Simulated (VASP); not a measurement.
# Co in VASP: single point with PBE

Aim: the single point of Co with PBE.

Program: VASP 6.6.1. These are calculated values, not measurements. Logs are shortened: lines on timing, memory, paths and dates and some standing lists are left out, and cuts for length are marked.

## Step 1: The cell of the first run

The cell holds a slab with vacuum, 6 atoms: a = 2.487 Å, b = 2.487 Å, c = 30.078 Å, α = 90.00°, β = 90.00°, γ = 120.00°.

## Step 2: Single point, PBE, collinear spin, ferromagnetic start

Contents of INCAR:

```
ALGO     = Normal         # electronic algorithm
DIPOL    = 0.5 0.5 0.500
EDIFF    = 1E-6           # SCF threshold, eV
ENCUT    = 520            # plane-wave cutoff, eV
GGA      = PE             # functional
IDIPOL   = 3            
ISIF     = 2              # what is computed and relaxed
ISMEAR   = 0              # smearing method
ISPIN    = 2              # spin polarisation
LASPH    = True           # aspherical terms in the spheres
LCHARG   = False          # write CHGCAR
LDIPOL   = True         
LMAXMIX  = 4              # l up to which the mixer works
LORBIT   = 11             # projections on sites
LREAL    = False          # projectors in reciprocal space
LWAVE    = False          # write WAVECAR
MAGMOM   = 3 3 3 3 3 3    # initial moments
NBANDS   = 40             # bands
NELM     = 150            # most SCF steps
PREC     = Accurate       # precision mode
SIGMA    = 0.1            # smearing width, eV
```

Contents of KPOINTS:

```
k-points
0
Gamma
  12 12 1
```

Contents of POSCAR:

```
Co
1.0
    2.4873648724      0.0000000029      0.0000000000
   -1.2436824387      2.1541211665      0.0000000000
    0.0000000000      0.0000000000     30.0780876226
Co
6
Direct
    0.6666666667      0.3333333333      0.3324679456
    0.3333333333      0.6666666667      0.3973493482
    0.6666666667      0.3333333333      0.4675592987
    0.3333333333      0.6666666667      0.5334181348
    0.6666666667      0.3333333333      0.6018189729
    0.3333333333      0.6666666667      0.6666987155
```

Potentials or basis: VASP PAW PBE potentials, release 64 (Co).

The run is started by

```
cat potpaw_PBE.64/Co/POTCAR > POTCAR
mpirun -np 1 vasp_std > vasp.out
```

OUTCAR:

```text
EDIFF = 1E-6
   ENCUT = 520
   GGA = PE
   ISIF = 2
   ISMEAR = 0
   ISPIN = 2
   LASPH = True
   LORBIT = 11
   LREAL = False
   NELM = 150
   PREC = Accurate

 ion  position               nearest neighbor table
   1  0.667  0.333  0.332-   2 2.42   2 2.42   2 2.42
   2  0.333  0.667  0.397-   1 2.42   1 2.42   1 2.42   3 2.55   3 2.55   3 2.55
   3  0.667  0.333  0.468-   4 2.45   4 2.45   4 2.45   2 2.55   2 2.55   2 2.55
   4  0.333  0.667  0.533-   3 2.45   3 2.45   3 2.45   5 2.51   5 2.51   5 2.51
   5  0.667  0.333  0.602-   6 2.42   6 2.42   6 2.42   4 2.51   4 2.51   4 2.51
   6  0.333  0.667  0.667-   5 2.42   5 2.42   5 2.42

  LATTYP: Found a hexagonal cell.
 ALAT       =     2.4873648724
 C/A-ratio  =    12.0923504052

  Lattice vectors:

 A1 = (   2.4873648724,   0.0000000029,   0.0000000000)
 A2 = (  -1.2436824387,   2.1541211665,   0.0000000000)
 A3 = (   0.0000000000,   0.0000000000,  30.0780876226)

Analysis of symmetry for initial positions (statically):
=====================================================================
 Subroutine PRICEL returns:
 Original cell was already a primitive cell.

 Routine SETGRP: Setting up the symmetry group for a
 hexagonal supercell.

 Subroutine GETGRP returns: Found  6 space group operations
 (whereof  6 operations were pure point group operations)
 out of a pool of 24 trial point group operations.

The static configuration has the point symmetry C_3v.

Analysis of symmetry for dynamics (positions and initial velocities):
=====================================================================
 Subroutine PRICEL returns:
 Original cell was already a primitive cell.

 Routine SETGRP: Setting up the symmetry group for a
 hexagonal supercell.

 Subroutine GETGRP returns: Found  6 space group operations
 (whereof  6 operations were pure point group operations)
 out of a pool of 24 trial point group operations.

The dynamic configuration has the point symmetry C_3v.

Analysis of structural, dynamic, and magnetic symmetry:
=====================================================================
 Subroutine PRICEL returns:
 Original cell was already a primitive cell.

 Routine SETGRP: Setting up the symmetry group for a
 hexagonal supercell.

 Subroutine GETGRP returns: Found  6 space group operations
 (whereof  6 operations were pure point group operations)
 out of a pool of 24 trial point group operations.

The overall configuration has the point symmetry C_3v.

 Subroutine INISYM returns: Found  6 space group operations
 (whereof  6 operations are pure point group operations),
 and found     1 'primitive' translations

----------------------------------------------------------------------------------------

                                     Primitive cell

  volume of cell :     161.1610

  direct lattice vectors                    reciprocal lattice vectors
     2.487364872  0.000000003  0.000000000     0.402031889  0.232113220  0.000000000
    -1.243682439  2.154121166  0.000000000    -0.000000001  0.464226439  0.000000000
     0.000000000  0.000000000 30.078087623     0.000000000  0.000000000  0.033246795

  length of vectors
     2.487364872  2.487364872 30.078087623     0.464226439  0.464226439  0.033246795

  position of ions in fractional coordinates (direct lattice)
     0.666666667  0.333333333  0.332467946
     0.333333333  0.666666667  0.397349348
     0.666666667  0.333333333  0.467559299
     0.333333333  0.666666667  0.533418135
     0.666666667  0.333333333  0.601818973
     0.333333333  0.666666667  0.666698715

  ion indices of the primitive-cell ions
   primitive index   ion index
                 1           1
                 2           2
                 3           3
                 4           4
                 5           5
                 6           6
[... 34 lines left out ...]
  0.416667  0.000000  0.000000      6.000000
[... 11 lines left out ...]
  0.333333  0.250000  0.000000     12.000000
  0.333333  0.333333  0.000000      2.000000
   k-points           NKPTS =     19   k-points in BZ     NKDIM =     19   number of bands    NBANDS=     40
   number of dos      NEDOS =    301   number of ions     NIONS =      6
   total plane-waves  NPLWV =  72576
   dimension x,y,z NGX =    18 NGY =   18 NGZ =  224
   dimension x,y,z NGXF=    36 NGYF=   36 NGZF=  448
   ions per type =               6
   NGX,Y,Z   is equivalent  to a cutoff of  12.03, 12.03, 12.38 a.u.
   NGXF,Y,Z  is equivalent  to a cutoff of  24.06, 24.06, 24.76 a.u.
 SYSTEM =  unknown system
   PREC   = accura    normal or accurate (medium, high low for compatibility)
   ISTART =      0    job   : 0-new  1-cont  2-samecut
   ICHARG =      2    charge: 1-file 2-atom 10-const
   ISPIN  =      2    spin polarized calculation?
   LNONCOLLINEAR =      F non collinear calculations
   LSORBIT =      F    spin-orbit coupling
   LASPH  =      T    aspherical Exc in radial PAW
   ENCUT  =  520.0 eV  38.22 Ry    6.18 a.u.   4.62  4.62 55.93*2*pi/ulx,y,z
   NELM   =    150;   NELMIN=  2; NELMDL= -5     # of ELM steps
   EDIFF  = 0.1E-05   stopping-criterion for ELM
   LREAL  =      F    real-space projection
   EDIFFG = 0.1E-04   stopping-criterion for IOM
   NSW    =      0    number of steps for IOM
   IBRION =     -1    ionic relax: 0-MD 1-quasi-New 2-CG
   NFREE  =      0    steps in history (QN), initial steepest desc. (CG)
   ISIF   =      2    stress and relaxation
   ISYM   =      2    0-nonsym 1-usesym 2-fastsym
   POTIM  = 0.5000    time-step for ionic-motion
   TEBEG  =    0.0;   TEEND  =   0.0 temperature during run
   PSTRESS=    0.0 pullay stress
   NELECT =      54.0000    total number of electrons
   NUPDOWN=      -1.0000    fix difference up-down
   EMIN   =  10.00;   EMAX   =-10.00  energy-range for DOS
   EFERMI =   0.00;   METHOD = LEGACY
   ISMEAR =     0;   SIGMA  =   0.10  broadening in eV -4-tet -1-fermi 0-gaus
   EFERMI_NEDOS =   21; number of points for ismear=-14 and -15
   IALGO  =     38    algorithm
   IMIX   =      4    mixing-type and parameters
     AMIX     =   0.40;   BMIX     =  1.00
     AMIX_MAG =   1.60;   BMIX_MAG =  1.00
  volume/ion in A,a.u.               =      26.86       181.26
  Fermi-wavevector in a.u.,A,eV,Ry     =   1.137067  2.148745 17.591270  1.292922
  Thomas-Fermi vector in A             =   2.273772
   LORBIT       =     11    0 simple, 1 ext, 2 COOP (PROOUT), +10 PAW based schemes
   GGA     = PE    functional components
   LHFCALC =     F    Hartree Fock is set to
   AEXX    =    0.0000 exact exchange contribution
   IVDW    =     0    specifies the selected vdW correction
   LEPSILON=     F    determine dielectric tensor
   LRPA    =     F    only Hartree local field effects (RPA)
 spin polarized calculation
 Gauss-broadening in eV      SIGMA  =   0.10
  energy-cutoff  :      520.00
  volume of cell :      161.16
 maximum number of plane-waves:      4380
   NGX =  9   NGY =  9   NGZ =111

 number of electron      54.0000013 magnetization      10.0557837

 dipolmoment           0.000000      0.000000      0.000647 electrons x Angstroem

 number of electron      54.0000013 magnetization       9.9853429

 dipolmoment           0.000000      0.000000     -0.000371 electrons x Angstroem

 Free energy of the ion-electron system (eV)
  ---------------------------------------------------
  ext. energy  EPLUGINS =         0.00000000
  ---------------------------------------------------
  free energy    TOTEN  =       -40.78684511 eV

  energy without entropy =      -40.75708510  energy(sigma->0) =      -40.77196510

 E-fermi :   1.2962     XC(G=0):  -6.0297

 val. band max:        1.2957384254   @ k =   0.1667  -0.0000   0.0000
 cond. band min:       1.2993935416   @ k =   0.0000   0.0000   0.0000
 fundamental gap:      0.0036551162
 Fermi energy:         1.2962174245

 spin component 1

 k-point     1 :       0.0000    0.0000    0.0000
  band No.  band energies     occupation
      1      -7.4278      1.00000
      2      -6.7942      1.00000
      3      -5.8259      1.00000
      4      -4.6599      1.00000
      5      -4.0653      1.00000
      6      -3.9077      1.00000
[... 787 lines left out ...]
     38       7.4078      0.00000
     39       7.7870      0.00000
 Fermi energy:         1.2962174245

 spin component 2

 k-point     1 :       0.0000    0.0000    0.0000
  band No.  band energies     occupation
      1      -7.4243      1.00000
      2      -6.7800      1.00000
      3      -5.7805      1.00000
      4      -4.4424      1.00000
      5      -3.4630      1.00000
      6      -3.0293      1.00000
[... 787 lines left out ...]
     38       8.0138      0.00000
     39       8.5100      0.00000
 [bands above 39 left out]

------------------------ aborting loop because EDIFF is reached ----------------------------------------

 vacuum level on the upper side and lower side of the slab       (xc-potential included)        -0.087        -0.113

  FORCE on cell =-STRESS in cart. coord.  units (eV):
  Direction    XX          YY          ZZ          XY          YZ          ZX
  --------------------------------------------------------------------------------------
  -------------------------------------------------------------------------------------
  Total       -0.9928329     -0.9928329     -0.8420637     -0.0000000      0.0000000     -0.0000000
  in kB       -9.8702215     -9.8702215     -8.3713538     -0.0000000      0.0000000     -0.0000000
  external PRESSURE =      -9.3705989 kB  Pullay stress =       0.0000000 kB

 VOLUME and BASIS-vectors are now :
 -----------------------------------------------------------------------------
  energy-cutoff  :      520.00
  volume of cell :      161.16
      direct lattice vectors                 reciprocal lattice vectors
     2.487364872  0.000000003  0.000000000     0.402031889  0.232113220  0.000000000
    -1.243682439  2.154121166  0.000000000    -0.000000001  0.464226439  0.000000000
     0.000000000  0.000000000 30.078087623     0.000000000  0.000000000  0.033246795

 POSITION                                       TOTAL-FORCE (eV/Angst)
 -----------------------------------------------------------------------------------
      1.24368      0.71804     10.00000        -0.000000     -0.000000      0.057957
     -0.00000      1.43608     11.95151        -0.000000     -0.000000      0.208836
      1.24368      0.71804     14.06329         0.000000     -0.000000     -0.238564
     -0.00000      1.43608     16.04420         0.000000     -0.000000     -0.004723
      1.24368      0.71804     18.10156         0.000000     -0.000000      0.003463
     -0.00000      1.43608     20.05302        -0.000000      0.000000     -0.026969
 -----------------------------------------------------------------------------------
    total drift:                               -0.000000     -0.000000     -0.000866

  FREE ENERGIE OF THE ION-ELECTRON SYSTEM (eV)
  ---------------------------------------------------
  free  energy   TOTEN  =       -40.7868451125 eV

  energy  without entropy=      -40.7570850974  energy(sigma->0) =      -40.77196510

 vacuum level on the upper side and lower side of the slab         5.972         5.948

 total charge

# of ion       s       p       d       tot
------------------------------------------
    1        0.487   0.415   7.248   8.150
    2        0.487   0.521   7.260   8.268
    3        0.486   0.515   7.256   8.257
    4        0.490   0.525   7.265   8.280
    5        0.491   0.531   7.268   8.291
    6        0.487   0.415   7.248   8.150
--------------------------------------------------
tot          2.928   2.921  43.545  49.395

 magnetization (x)

# of ion       s       p       d       tot
------------------------------------------
    1       -0.013  -0.043   1.774   1.718
    2       -0.014  -0.053   1.757   1.690
    3       -0.014  -0.053   1.727   1.660
    4       -0.014  -0.053   1.710   1.643
    5       -0.014  -0.054   1.741   1.673
    6       -0.013  -0.043   1.774   1.719
--------------------------------------------------
tot         -0.082  -0.298  10.484  10.103
```

It took 18 min on 1 thread of Oxide Virtual Turin-like, shared host; peak memory 0.37 GiB.

What came out:

```yaml
Free_energy: -40.7868 eV
Largest_force: 0.239 eV/Å
Band_gap_on_the_k_mesh: zero (filled and empty bands overlap)
Net_moment: 9.99 μB per cell
Site_moments: Co +1.72, +1.69, +1.66, +1.64, +1.67 (each value once) μB
Valence_electrons_inside_the_program's_atomic_spheres: Co 8.15, 8.27, 8.26, 8.28, 8.29 (each value once)
```

Forces in eV/Å, atoms in the order of the input:
```
Co   0.000  0.000  0.058
Co   0.000  0.000  0.209
Co   0.000  0.000 -0.239
Co   0.000  0.000 -0.005
Co   0.000  0.000  0.003
Co   0.000  0.000 -0.027
```

Levels at points of the mesh, in eV from the Fermi level:
Spin up:
| k point | band 30 | band 31 | band 32 | band 33 | band 34 | band 35 |
| --- | --- | --- | --- | --- | --- | --- |
| (0.00, 0.00, 0.00) | -1.04 | -1.04 | -0.95 | -0.95 | -0.90 | -0.90 |
| (0.50, 0.00, 0.00) | -0.52 | 1.00 | 1.09 | 1.34 | 2.20 | 2.85 |
Spin down:
```csv
k point,band 17,band 18,band 19,band 20,band 21,band 22,band 23,band 24,band 25,band 26
"(0.00, 0.00, 0.00)",-0.93,-0.86,-0.86,-0.76,-0.76,-0.69,-0.69,-0.13,0.00,0.00
"(0.50, 0.00, 0.00)",-0.50,-0.35,-0.13,0.38,0.41,0.85,0.96,1.16,1.20,1.23
```
